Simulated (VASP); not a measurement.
Runs of VASP 6.6.1 on Sn2F. The structure is that of space group Fm-3m (No. 225), or close to it. The cells are those of the table. 

```csv
task,cell,k mesh,cutoff (eV),gap on the mesh (eV),pressure (GPa),relaxed volume (Å³/atom)
relaxation of cell and atoms,"relaxed from a = 4.681 Å, angles 60.0°, 3 atoms",4 × 4 × 4,600,none,-0.1,23.38
single point,"a = 4.635 Å, angles 60.0°, 3 atoms",4 × 4 × 4,520,none,-0.3,-
single point,"a = 4.602 Å, angles 60.0°, 3 atoms",12 × 12 × 12,520,none,(b),-
single point,"a = 4.681 Å, angles 60.0°, 3 atoms",4 × 4 × 4,520,none,(a),-
relaxation of cell and atoms,"relaxed from a = 4.635 Å, angles 60.0°, 3 atoms",12 × 12 × 12,600,none,0.0,22.93
```

Alike in all rows: level PBE; potentials or basis VASP PAW PBE potentials, release 64 (Sn_d, F); no spin polarisation; smearing gaussian 0.1 eV.

Question: Fill in the values left out.

Answer: (a) -1.5; (b) -0.2.

Caveats: some runs use coarse meshes; spin-orbit coupling is left out, which moves the levels of the heavy elements; an odd number of electrons without spin polarisation forces a metal; a magnetic or distorted state may lie lower.

A k mesh can miss the band edges, and the runs leave out spin-orbit coupling on Sn.

A gap of «none» marks levels without a gap at the run's occupations.
